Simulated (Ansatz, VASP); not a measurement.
**Two plane-wave programs on MgCd2Te3**

```
Mg Cd Te
1.0
    -2.33011    2.33011    9.84476
     2.33011   -2.33011    9.84476
     2.33011    2.33011   -9.84476
Mg Cd Te
1 2 3
Cartesian
  0.0000 0.0000 0.0000
  0.0000 0.0000 6.5845
  0.0000 0.0000 13.1050
  0.0000 2.3301 8.2542
  0.0000 2.3301 1.5905
  2.3301 0.0000 4.9224
```

Alike in both runs: functional PBE; k mesh 8 × 8 × 8; no spin polarisation.

Ansatz relaxed the structure, and its values are those at the end. VASP's run is a single point on that final structure, the one shown.

|  | VASP | Ansatz |
| --- | --- | --- |
| version | VASP 6.6.1 | Ansatz 0.2.0 |
| potentials or method | VASP PAW PBE potentials, release 64 (Mg, Cd, Te), cutoff 520 eV | scalar-relativistic, plane waves, PAW |
| occupations | gaussian, width 0.01 eV | fixed |
| valence electrons in the cell | 44 | 98 |

VASP gave:

* gap on the k mesh at the Fermi level (eV): 1.10
* least direct gap on the mesh (eV): 1.10
* pressure (GPa): 0.1
* rms of the force components (eV/Å): 0.005

Problem. Estimate Ansatz's values.

Solution. gap on the k mesh at the Fermi level (eV): 1.10; least direct gap on the mesh (eV): 1.10; pressure (GPa): 0.0; rms of the force components (eV/Å): 0.000.

VASP's potentials hold 44 valence electrons a cell and Ansatz's 98, so a difference there can come from the potentials and not from the codes.

Spin-orbit coupling is off throughout.
